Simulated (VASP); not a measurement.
Set up this calculation in VASP 6.6.1, as the native input.

```
Task                   : single point
Functional             : PBE
Potentials or basis    : VASP PAW PBE potentials, release 64 (Cs_sv, Ag, Bi_d, Br)
Cutoff                 : 520 eV
k mesh                 : 4 × 4 × 4
Occupations            : gaussian, width 0.02 eV
Spin                   : no spin polarisation
Dipole correction      : no
Further INCAR settings : ALGO = Normal; EDIFF = 1e-06; NBANDS = 54
```

The structure of Cs2AgBiBr6 lies in POSCAR:

```
Cs2AgBiBr6
1.0
    0.0000000000      5.7420113531      5.7420113531
    5.7420113531      0.0000000000      5.7420113531
    5.7420113531      5.7420113531      0.0000000000
Cs Ag Bi Br
2 1 1 6
Direct
    0.2500000000      0.2500000000      0.2500000000
    0.7500000000      0.7500000000      0.7500000000
    0.5000000000      0.5000000000      0.5000000000
    0.0000000000      0.0000000000      0.0000000000
    0.2513063765      0.7486936235      0.2513063765
    0.2513063765      0.7486936235      0.7486936235
    0.7486936235      0.2513063765      0.7486936235
    0.7486936235      0.2513063765      0.2513063765
    0.2513063765      0.2513063765      0.7486936235
    0.7486936235      0.7486936235      0.2513063765
```

The input as run:

INCAR

```
PREC = Accurate
ENCUT = 520
EDIFF = 1E-6
ISMEAR = 0
SIGMA = 0.02
LREAL = F
LASPH = T
NELM = 80
ALGO = Normal
ISIF = 2
LWAVE = F
LCHARG = F
GGA = PE
NBANDS = 54
```

KPOINTS

```
regular mesh
0
Gamma
  4 4 4
```

Potentials or basis: VASP PAW PBE potentials, release 64 (Cs_sv, Ag, Bi_d, Br).

Launch:

```bash
$ cat potpaw_PBE.64/Cs_sv/POTCAR potpaw_PBE.64/Ag/POTCAR potpaw_PBE.64/Bi_d/POTCAR potpaw_PBE.64/Br/POTCAR > POTCAR
$ mpirun -np 1 vasp_std > vasp.out
```

Results of the run:

The pressure is 0.0 GPa and the band gap on the k mesh is 1.33 eV (least direct gap 2.38 eV).

Caveat: spin-orbit coupling is left out, which moves the levels of the heavy elements.

Wall time 100 s on 1 thread of Intel(R) Xeon(R) 6975P-C (Granite Rapids), on a shared host, peak memory 0.58 GiB.
